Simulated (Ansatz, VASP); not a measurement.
**Al2Au in VASP and in Ansatz**

```
Al Au
1.0
     0.00000    3.00149    3.00149
     3.00149    0.00000    3.00149
     3.00149    3.00149    0.00000
Al Au
2 1
Direct
  0.25000 0.25000 0.25000
  0.75000 0.75000 0.75000
  0.00000 0.00000 0.00000
```

Alike in both runs: functional PBEsol; k mesh 12 × 12 × 12; occupations gaussian, width 0.1 eV; no spin polarisation.

Ansatz relaxed the structure, and its values are those at the end. VASP's run is a single point on that final structure, the one shown.

```csv
,VASP,Ansatz
version,VASP 6.6.1,Ansatz 0.2.0
potentials or method,"VASP PAW PBE potentials, release 64 (Al, Au), cutoff 520 eV","scalar-relativistic, plane waves, PAW"
valence electrons in the cell,17,25
```

|  | VASP | Ansatz | Ansatz less VASP |
| --- | --- | --- | --- |
| gap on the k mesh at the Fermi level (eV) | none | none | - |
| pressure (GPa) | -0.2 | 0.0 | +0.17 |

VASP's potentials were made for PBE, not for PBEsol. A gap of «none» marks a metal or a gap that the smearing closes. With one functional, cell and mesh, what is left measures potentials, basis and numerics. VASP's potentials hold 17 valence electrons a cell and Ansatz's 25, so a difference there can come from the potentials and not from the codes.

Neither program's run includes spin-orbit coupling.
